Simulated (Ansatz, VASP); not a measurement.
**Ru: VASP beside Ansatz**

INCAR

```
PREC = Accurate
ENCUT = 520
EDIFF = 1E-7
ISMEAR = 0
SIGMA = 0.15
LREAL = False
LASPH = True
NELM = 100
ALGO = Fast
ISIF = 2
LWAVE = False
LCHARG = True
GGA = PE
LELF = True
LVHAR = True
NBANDS = 13
```

KPOINTS

```
regular mesh
0
Gamma
  22 22 22
```

Contents of POSCAR:

```
Ru
1.0
    0.0000000000      2.2033092113      1.3863221557
    2.2033092113      0.0000000000      1.3863221557
    2.2033092113      2.2033092113      0.0000000000
Ru
1
Direct
    0.0000000000      0.0000000000      0.0000000000
```

Input for Ansatz:

```yaml
crystal:
  lattice:
    - [0.0, 2.2033092113, 1.3863221557]
    - [2.2033092113, 0.0, 1.3863221557]
    - [2.2033092113, 2.2033092113, 0.0]
  atoms:
    - { symbol: Ru, position: [0.0, 0.0, 0.0] }
basis:
  ecutwfc: 420
kpoints:
  mp_grid: { grid: [22, 22, 22] }
hamiltonian:
  xc: pbe
scf:
  occupations: { method: gaussian, width: 0.15 }
output:
  forces: true
  stress: true
  eigenvalues: true
```

Alike in both runs: task single point; functional PBE; k mesh 22 × 22 × 22; occupations gaussian, width 0.15 eV; no spin polarisation.

|  | VASP | Ansatz |
| --- | --- | --- |
| version | VASP 6.6.1 | Ansatz 0.2.0 |
| potentials or method | VASP PAW PBE potentials, release 64 (Ru_pv), cutoff 520 eV | scalar-relativistic, plane waves, PAW |
| valence electrons in the cell | 14 | 16 |

```csv
,VASP,Ansatz,Ansatz less VASP
gap on the k mesh at the Fermi level (eV),none,none,-
pressure (GPa),17.7,17.8,+0.04
"traceless stress, the component that is largest in VASP (GPa)",-6.08,-6.11,-0.029
```

A gap of «none» marks a metal or a gap that the smearing closes. VASP's potentials hold 14 valence electrons a cell and Ansatz's 16, so a difference there can come from the potentials and not from the codes.
